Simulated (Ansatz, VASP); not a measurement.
**Two plane-wave programs on Lu**

```xyz
2
Lattice="3.5066 0.0000 0.0000 -1.7533 3.0368 0.0000 0.0000 0.0000 5.4693" Properties=species:S:1:pos:R:3 pbc="T T T"
Lu    0.0000    2.0245    1.3673
Lu    1.7533    1.0123    4.1020
```

Alike in both runs: task single point; functional PBE; k mesh 7 × 7 × 4; no spin polarisation.

|  | VASP | Ansatz |
| --- | --- | --- |
| version | VASP 6.6.1 | Ansatz 0.2.0 |
| potentials or method | VASP PAW PBE potentials, release 64 (Lu) | plane waves, PAW |
| plane-wave cutoff (eV) | 520 | 420 |
| occupations | fermi-dirac, width 0.1 eV | fermi-dirac |
| valence electrons in the cell | 50 | 50 |

|  | VASP | Ansatz | Ansatz less VASP |
| --- | --- | --- | --- |
| pressure (GPa) | 0.1 | 0.0 | -0.14 |

Ansatz's warnings: structure snapped to symmetry.

Neither program's run includes spin-orbit coupling.
